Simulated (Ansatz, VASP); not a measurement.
## One calculation of AlN, two programs

```
CELL_PARAMETERS angstrom
-3.10667 0.00000 0.00000
-1.55333 -2.69045 0.00000
0.00000 0.00000 12.95681
ATOMIC_POSITIONS crystal
Al 0.33333 0.33333 0.50303
Al 0.33333 0.33333 0.11880
Al 0.66667 0.66667 0.69515
Al 0.66667 0.66667 0.31092
N 0.33333 0.33333 0.64966
N 0.33333 0.33333 0.26543
N 0.66667 0.66667 0.07331
N 0.66667 0.66667 0.45754
```

Alike in both runs: task single point; functional r2SCAN; k mesh 8 × 8 × 3; occupations gaussian, width 0.05 eV; no spin polarisation.

|  | VASP | Ansatz |
| --- | --- | --- |
| version | VASP 6.6.1 | Ansatz 0.2.0 |
| potentials or method | VASP PAW PBE potentials, release 64 (Al, N), cutoff 520 eV | scalar-relativistic, plane waves, PAW |
| valence electrons in the cell | 32 | 32 |

Ansatz gave:

| Quantity | Value |
| --- | --- |
| gap on the k mesh at the Fermi level (eV) | none |
| pressure (GPa) | -1.4 |
| traceless stress, the component that is largest in VASP (GPa) | 0.68 |
| rms of the force components (eV/Å) | 0.879 |

Q: Which values does VASP return?

A: gap on the k mesh at the Fermi level (eV): none; pressure (GPa): -1.7; traceless stress, the component that is largest in VASP (GPa): 0.61; rms of the force components (eV/Å): 0.877.

VASP's potentials were made for PBE, not for r2SCAN. Atom by atom the forces differ by 0.007 eV/Å (rms over components). A gap of «none» marks a metal or a gap that the smearing closes.
